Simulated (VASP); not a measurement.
# Zn4SeS3 (P-4m2) in VASP: further runs

The runs below take Zn4SeS3 through single point, with PBE.

Program: VASP 6.6.1. These are calculated values, not measurements. Logs are shortened: lines on timing, memory, paths and dates and some standing lists are left out, and cuts for length are marked.

## Step 1: The cell of the first run

The structure is tetragonal, space group P-4m2 (No. 115). The conventional cell has a = 3.977 Å, b = 3.977 Å, c = 11.245 Å, α = 90.00°, β = 90.00°, γ = 90.00°. Zn (site symmetry 2mm) has 4 S at 2.41 Å within 3.2 Å. Within 3.2 Å of Zn (site symmetry 2mm) lie 2 S at 2.41 Å and 2 Se at 2.50 Å. Within 3.3 Å of Se (site symmetry -4m2) lie 4 Zn at 2.50 Å. S (site symmetry -4m2) has 4 Zn at 2.41 Å within 3.2 Å. Within 3.2 Å of S (site symmetry 2mm) lie 4 Zn at 2.41 Å.

## Step 2: Single point, PBE (volume scaled by 1.06, then relaxed in part)

Contents of INCAR:

```
SYSTEM = Zn4SeS3
ALGO     = Normal         ! electronic algorithm
EDIFF    = 1E-6           ! SCF threshold, eV
ENCUT    = 520            ! plane-wave cutoff, eV
GGA      = PE             ! functional
ISIF     = 2              ! what is computed and relaxed
ISMEAR   = 0              ! smearing method
LASPH    = .True.         ! aspherical terms in the spheres
LCHARG   = .False.        ! write CHGCAR
LREAL    = .False.        ! projectors in reciprocal space
LWAVE    = .False.        ! write WAVECAR
NBANDS   = 46             ! bands
NELM     = 100            ! most SCF steps
PREC     = Accurate       ! precision mode
SIGMA    = 0.02           ! smearing width, eV
```

Contents of KPOINTS:

```
k-points
0
Gamma
  8 8 4
  0 0 0
```

Contents of POSCAR:

```
Zn4SeS3
1.0
    3.9769717146      0.0000000000      0.0000000000
    0.0000000000      3.9769717146      0.0000000000
    0.0000000000      0.0000000000     11.2448137543
Zn Se S
4 1 3
Direct
    0.5000000000      0.0000000000      0.8785036396
    0.0000000000      0.5000000000      0.1214963604
    0.5000000000      0.0000000000      0.3651025855
    0.0000000000      0.5000000000      0.6348974145
    0.0000000000      0.0000000000      0.5000000000
    0.0000000000      0.0000000000      0.0000000000
    0.5000000000      0.5000000000      0.2432512397
    0.5000000000      0.5000000000      0.7567487603
```

Potentials or basis: VASP PAW PBE potentials, release 64 (Zn, Se, S).

Launch:

```
$ cat potpaw_PBE.64/Zn/POTCAR potpaw_PBE.64/Se/POTCAR potpaw_PBE.64/S/POTCAR > POTCAR
$ mpirun -np 1 vasp_std > vasp.out
```

OUTCAR:

```text
SYSTEM = Zn4SeS3
   EDIFF = 1E-6
   ENCUT = 520
   GGA = PE
   ISIF = 2
   ISMEAR = 0
   LASPH = .True.
   LREAL = .False.
   NELM = 100
   PREC = Accurate

 ion  position               nearest neighbor table
   1  0.500  0.000  0.879-   6 2.41   6 2.41   8 2.41   8 2.41
   2  0.000  0.500  0.121-   6 2.41   6 2.41   7 2.41   7 2.41
   3  0.500  0.000  0.365-   7 2.41   7 2.41   5 2.50   5 2.50
   4  0.000  0.500  0.635-   8 2.41   8 2.41   5 2.50   5 2.50
   5  0.000  0.000  0.500-   3 2.50   4 2.50   4 2.50   3 2.50
   6  0.000  0.000  0.000-   1 2.41   2 2.41   2 2.41   1 2.41
   7  0.500  0.500  0.243-   2 2.41   2 2.41   3 2.41   3 2.41
   8  0.500  0.500  0.757-   1 2.41   1 2.41   4 2.41   4 2.41

  LATTYP: Found a simple tetragonal cell.
 ALAT       =     3.9769717146
 C/A-ratio  =     2.8274814510

  Lattice vectors:

 A1 = (   3.9769717146,   0.0000000000,   0.0000000000)
 A2 = (   0.0000000000,   3.9769717146,   0.0000000000)
 A3 = (   0.0000000000,   0.0000000000,  11.2448137543)

Analysis of symmetry for initial positions (statically):
=====================================================================
 Subroutine PRICEL returns:
 Original cell was already a primitive cell.

 Routine SETGRP: Setting up the symmetry group for a
 simple tetragonal supercell.

 Subroutine GETGRP returns: Found  8 space group operations
 (whereof  8 operations were pure point group operations)
 out of a pool of 16 trial point group operations.

The static configuration has the point symmetry D_2d.

Analysis of symmetry for dynamics (positions and initial velocities):
=====================================================================
 Subroutine PRICEL returns:
 Original cell was already a primitive cell.

 Routine SETGRP: Setting up the symmetry group for a
 simple tetragonal supercell.

 Subroutine GETGRP returns: Found  8 space group operations
 (whereof  8 operations were pure point group operations)
 out of a pool of 16 trial point group operations.

The dynamic configuration has the point symmetry D_2d.

 Subroutine INISYM returns: Found  8 space group operations
 (whereof  8 operations are pure point group operations),
 and found     1 'primitive' translations

----------------------------------------------------------------------------------------

                                     Primitive cell

  volume of cell :     177.8514

  direct lattice vectors                    reciprocal lattice vectors
     3.976971715  0.000000000  0.000000000     0.251447602  0.000000000  0.000000000
     0.000000000  3.976971715  0.000000000     0.000000000  0.251447602  0.000000000
     0.000000000  0.000000000 11.244813754     0.000000000  0.000000000  0.088929886

  length of vectors
     3.976971715  3.976971715 11.244813754     0.251447602  0.251447602  0.088929886

  position of ions in fractional coordinates (direct lattice)
     0.500000000  0.000000000  0.878503640
     0.000000000  0.500000000  0.121496360
     0.500000000  0.000000000  0.365102585
     0.000000000  0.500000000  0.634897415
     0.000000000  0.000000000  0.500000000
     0.000000000  0.000000000  0.000000000
     0.500000000  0.500000000  0.243251240
     0.500000000  0.500000000  0.756748760

  ion indices of the primitive-cell ions
   primitive index   ion index
                 1           1
                 2           2
                 3           3
                 4           4
                 5           5
                 6           6
                 7           7
                 8           8

----------------------------------------------------------------------------------------

 KPOINTS: k-points

Automatic generation of k-mesh.
 Grid dimensions read from file:
 generate k-points for:    8    8    4

 Generating k-lattice:

  Cartesian coordinates                     Fractional coordinates (reciprocal lattice)
     0.031430950  0.000000000  0.000000000     0.125000000  0.000000000  0.000000000
     0.000000000  0.031430950  0.000000000     0.000000000  0.125000000  0.000000000
     0.000000000  0.000000000  0.022232471     0.000000000  0.000000000  0.250000000

  Length of vectors
     0.031430950  0.031430950  0.022232471

  Shift w.r.t. Gamma in fractional coordinates (k-lattice)
     0.000000000  0.000000000  0.000000000

 Subroutine IBZKPT returns following result:
 ===========================================

 Found     45 irreducible k-points:

 Following reciprocal coordinates:
            Coordinates               Weight
  0.000000  0.000000  0.000000      1.000000
  0.125000  0.000000  0.000000      4.000000
  0.250000  0.000000  0.000000      4.000000
  0.375000  0.000000  0.000000      4.000000
  0.500000  0.000000  0.000000      2.000000
  0.125000  0.125000  0.000000      4.000000
[... 16 lines left out ...]
  0.375000  0.125000  0.250000     16.000000
  0.500000  0.125000  0.250000      8.000000
 [... further k-points ...]
   k-points           NKPTS =     45   k-points in BZ     NKDIM =     45   number of bands    NBANDS=     46
   number of dos      NEDOS =    301   number of ions     NIONS =      8
   total plane-waves  NPLWV =  75600
   dimension x,y,z NGX =    30 NGY =   30 NGZ =   84
   dimension x,y,z NGXF=    60 NGYF=   60 NGZF=  168
   ions per type =               4   1   3
   NGX,Y,Z   is equivalent  to a cutoff of  12.54, 12.54, 12.42 a.u.
   NGXF,Y,Z  is equivalent  to a cutoff of  25.08, 25.08, 24.84 a.u.
 SYSTEM =  Zn4SeS3
   PREC   = accura    normal or accurate (medium, high low for compatibility)
   ISTART =      0    job   : 0-new  1-cont  2-samecut
   ICHARG =      2    charge: 1-file 2-atom 10-const
   ISPIN  =      1    spin polarized calculation?
   LNONCOLLINEAR =      F non collinear calculations
   LSORBIT =      F    spin-orbit coupling
   LASPH  =      T    aspherical Exc in radial PAW
   ENCUT  =  520.0 eV  38.22 Ry    6.18 a.u.   7.39  7.39 20.91*2*pi/ulx,y,z
   NELM   =    100;   NELMIN=  2; NELMDL= -5     # of ELM steps
   EDIFF  = 0.1E-05   stopping-criterion for ELM
   LREAL  =      F    real-space projection
   EDIFFG = 0.1E-04   stopping-criterion for IOM
   NSW    =      0    number of steps for IOM
   IBRION =     -1    ionic relax: 0-MD 1-quasi-New 2-CG
   NFREE  =      0    steps in history (QN), initial steepest desc. (CG)
   ISIF   =      2    stress and relaxation
   ISYM   =      2    0-nonsym 1-usesym 2-fastsym
   POTIM  = 0.5000    time-step for ionic-motion
   TEBEG  =    0.0;   TEEND  =   0.0 temperature during run
   PSTRESS=    0.0 pullay stress
   NELECT =      72.0000    total number of electrons
   NUPDOWN=      -1.0000    fix difference up-down
   EMIN   =  10.00;   EMAX   =-10.00  energy-range for DOS
   EFERMI =   0.00;   METHOD = LEGACY
   ISMEAR =     0;   SIGMA  =   0.02  broadening in eV -4-tet -1-fermi 0-gaus
   EFERMI_NEDOS =   21; number of points for ismear=-14 and -15
   IALGO  =     38    algorithm
   IMIX   =      4    mixing-type and parameters
     AMIX     =   0.40;   BMIX     =  1.00
     AMIX_MAG =   1.60;   BMIX_MAG =  1.00
  volume/ion in A,a.u.               =      22.23       150.03
  Fermi-wavevector in a.u.,A,eV,Ry     =   1.211063  2.288576 19.955291  1.466672
  Thomas-Fermi vector in A             =   2.346590
   LORBIT       =      0    0 simple, 1 ext, 2 COOP (PROOUT), +10 PAW based schemes
   GGA     = PE    functional components
   LHFCALC =     F    Hartree Fock is set to
   AEXX    =    0.0000 exact exchange contribution
   IVDW    =     0    specifies the selected vdW correction
   LEPSILON=     F    determine dielectric tensor
   LRPA    =     F    only Hartree local field effects (RPA)
 non-spin polarized calculation
 Gauss-broadening in eV      SIGMA  =   0.02
  energy-cutoff  :      520.00
  volume of cell :      177.85
 maximum number of plane-waves:      4838
 NGX is ok and might be reduce to    30
   NGX = 15   NGY = 15   NGZ = 41

 number of electron      72.0000037 magnetization

 Free energy of the ion-electron system (eV)
  ---------------------------------------------------
  ext. energy  EPLUGINS =         0.00000000
  ---------------------------------------------------
  free energy    TOTEN  =       -26.43278420 eV

  energy without entropy =      -26.43278420  energy(sigma->0) =      -26.43278420

 E-fermi :   1.4197     XC(G=0):  -9.1707

 val. band max:        1.3273544431   @ k =   0.0000   0.0000   0.0000
 cond. band min:       2.7874504953   @ k =   0.0000   0.0000   0.0000
 fundamental gap:      1.4600960522
 Fermi energy:         1.4196589483

 k-point     1 :       0.0000    0.0000    0.0000
  band No.  band energies     occupation
      1     -11.3845      2.00000
      2     -10.9219      2.00000
      3     -10.9206      2.00000
      4     -10.3825      2.00000
      5      -4.8831      2.00000
      6      -4.8695      2.00000
[... 38 lines left out ...]
     45       7.5392      0.00000
     46       7.5511      0.00000

 k-point     2 :       0.1250    0.0000    0.0000
  band No.  band energies     occupation
      1     -11.3194      2.00000
      2     -10.8831      2.00000
      3     -10.8802      2.00000
      4     -10.3827      2.00000
      5      -4.8678      2.00000
      6      -4.8605      2.00000
[... 38 lines left out ...]
     45       7.6432      0.00000
     46       7.8247      0.00000

 k-point     3 :       0.2500    0.0000    0.0000
  band No.  band energies     occupation
      1     -11.1401      2.00000
      2     -10.7860      2.00000
      3     -10.7789      2.00000
      4     -10.4016      2.00000
      5      -4.8421      2.00000
      6      -4.8378      2.00000
[... 38 lines left out ...]
     45       7.9330      0.00000
     46       8.2307      0.00000

 k-point     4 :       0.3750    0.0000    0.0000
  band No.  band energies     occupation
      1     -10.8944      2.00000
      2     -10.6834      2.00000
      3     -10.6719      2.00000
      4     -10.4810      2.00000
      5      -4.8086      2.00000
      6      -4.7883      2.00000
[... 920 lines left out ...]
     45       8.1872      0.00000
     46       8.2606      0.00000

 k-point    23 :       0.3750    0.1250    0.2500
  band No.  band energies     occupation
      1     -10.8300      2.00000
      2     -10.7160      2.00000
      3     -10.5688      2.00000
      4     -10.4710      2.00000
      5      -4.8200      2.00000
      6      -4.7819      2.00000
[... 38 lines left out ...]
     45       8.3291      0.00000
     46       8.4937      0.00000

 k-point    24 :       0.5000    0.1250    0.2500
  band No.  band energies     occupation
      1     -10.6204      2.00000
      2     -10.6184      2.00000
      3     -10.6067      2.00000
      4     -10.5788      2.00000
      5      -4.7905      2.00000
      6      -4.7840      2.00000
[... 38 lines left out ...]
     45       8.1600      0.00000
     46       8.2753      0.00000

 [... further k-points ...]
[... 5 lines left out ...]
  --------------------------------------------------------------------------------------
  -------------------------------------------------------------------------------------
  Total       -3.5865688     -3.5865688     -3.5879573      0.0000000      0.0000000     -0.0000000
  in kB      -32.3096670    -32.3096670    -32.3221753      0.0000000      0.0000000     -0.0000000
  external PRESSURE =     -32.3138365 kB  Pullay stress =       0.0000000 kB

 VOLUME and BASIS-vectors are now :
 -----------------------------------------------------------------------------
  energy-cutoff  :      520.00
  volume of cell :      177.85
      direct lattice vectors                 reciprocal lattice vectors
     3.976971715  0.000000000  0.000000000     0.251447602  0.000000000  0.000000000
     0.000000000  3.976971715  0.000000000     0.000000000  0.251447602  0.000000000
     0.000000000  0.000000000 11.244813754     0.000000000  0.000000000  0.088929886

 POSITION                                       TOTAL-FORCE (eV/Angst)
 -----------------------------------------------------------------------------------
      1.98849      0.00000      9.87861         0.000000      0.000000      0.002260
      0.00000      1.98849      1.36620         0.000000     -0.000000     -0.002260
      1.98849      0.00000      4.10551         0.000000     -0.000000     -0.002160
      0.00000      1.98849      7.13930        -0.000000     -0.000000      0.002160
      0.00000      0.00000      5.62241         0.000000     -0.000000      0.000000
      0.00000      0.00000      0.00000         0.000000     -0.000000      0.000000
      1.98849      1.98849      2.73531         0.000000      0.000000     -0.003637
      1.98849      1.98849      8.50950         0.000000      0.000000      0.003637
 -----------------------------------------------------------------------------------
    total drift:                                0.000000     -0.000000      0.000000

  FREE ENERGIE OF THE ION-ELECTRON SYSTEM (eV)
  ---------------------------------------------------
  free  energy   TOTEN  =       -26.4327841963 eV

  energy  without entropy=      -26.4327841963  energy(sigma->0) =      -26.43278420
```

Run time: 6 min. Hardware: 1 thread of Oxide Virtual Turin-like, shared host; peak memory 0.41 GiB.

Results:

* Free energy: -26.4328 eV
* Pressure: -3.2 GPa
* Largest force: 0.004 eV/Å
* Band gap on the k mesh: 1.46 eV, direct

Forces on the atoms (eV/Å):
```
Zn   0.000  0.000  0.002
Zn   0.000  0.000 -0.002
Zn   0.000  0.000 -0.002
Zn   0.000  0.000  0.002
Se   0.000  0.000  0.000
S    0.000  0.000  0.000
S    0.000  0.000 -0.004
S    0.000  0.000  0.004
```

(Part 1 of 2 ends here.)
